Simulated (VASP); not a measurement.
# CaSe: single point with PBE

CaSe:

```
Ca Se
1.0
     5.00568    0.00000    0.00000
    -2.50284    4.33504    0.00000
     0.00000    0.00000    5.87554
Ca Se
2 2
Direct
  0.33333 0.66667 0.25000
  0.66667 0.33333 0.75000
  0.66667 0.33333 0.25000
  0.33333 0.66667 0.75000
```

```yaml
Program: VASP 6.6.1
Task: single point
Functional: PBE
Potentials_or_basis: VASP PAW PBE potentials, release 64 (Ca_sv, Se)
Cutoff: 520 eV
k_mesh: 6 × 6 × 4
Occupations: gaussian, width 0.01 eV
Spin: no spin polarisation
Dipole_correction: no
Further_INCAR_settings: ALGO = Normal; EDIFF = 1e-07; NBANDS = 24
```

```json
{
  "Pressure": "0.6 GPa",
  "Band gap on the k mesh": "2.44 eV (least direct gap 2.57 eV)"
}
```

Levels at points of the mesh, in eV from the valence-band top:
```
           k point  band 14  band 15  band 16  band 17  band 18  band 19
(0.00, 0.00, 0.00)    -1.06    -1.06     0.00     2.57     3.55     3.55
(0.50, 0.00, 0.00)    -1.46    -1.01    -0.51     3.04     3.28     3.71
(0.00, 0.00, 0.50)    -1.40    -1.40    -1.40     3.76     3.76     4.96
(0.50, 0.00, 0.50)    -1.23    -1.06    -1.06     3.60     3.60     4.65
```

It took 63 s on 1 thread of AMD EPYC 7R13 Processor (Zen 3), with other jobs on the host, peak memory 0.25 GiB.

A k mesh can miss the band edges.
